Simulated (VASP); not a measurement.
Here is a VASP 6.6.1 calculation.

The input INCAR:

```
ALGO = Normal
EDIFF = 1E-6
ENCUT = 500
GGA = PE
GGA_COMPAT = F
ISIF = 2
ISMEAR = 0
LASPH = T
LCHARG = F
LMAXMIX = 4
LORBIT = 11
LORBMOM = T
LREAL = F
LSORBIT = T
LWAVE = F
MAGMOM = 0 0 0 0 0 0 0 0 0 0 0 0 0 0 0 0 0 0
NBANDS = 52
NELM = 200
PREC = Accurate
SIGMA = 0.05
```

The input KPOINTS:

```
k-points
0
Gamma
  6 6 6
```

POSCAR

```
HfSi2
1.0
    1.8305822397     -7.2700961312      0.0000000000
    1.8305822397      7.2700961312      0.0000000000
    0.0000000000      0.0000000000      3.6592604413
Hf Si
2 4
Direct
    0.6052735625      0.3947264375      0.2500000000
    0.3947264375      0.6052735625      0.7500000000
    0.9457229409      0.0542770591      0.2500000000
    0.0542770591      0.9457229409      0.7500000000
    0.2501556423      0.7498443577      0.2500000000
    0.7498443577      0.2501556423      0.7500000000
```

Potentials or basis: VASP PAW PBE potentials, release 64 (Hf_pv, Si).

Launch:

```console
$ cat potpaw_PBE.64/Hf_pv/POTCAR potpaw_PBE.64/Si/POTCAR > POTCAR
$ mpirun -np 1 vasp_ncl > vasp.out
```

Problem. What does it give for the pressure?

Solution. 1.3 GPa.

Problem. Predict the net moment.

Solution. 0.00 μB per cell.

Problem. Predict the largest force.

Solution. 0.073 eV/Å.

Stress tensor (GPa, compression positive):
```
2.67 0.00 0.00
0.00 0.86 0.00
0.00 0.00 0.50
```
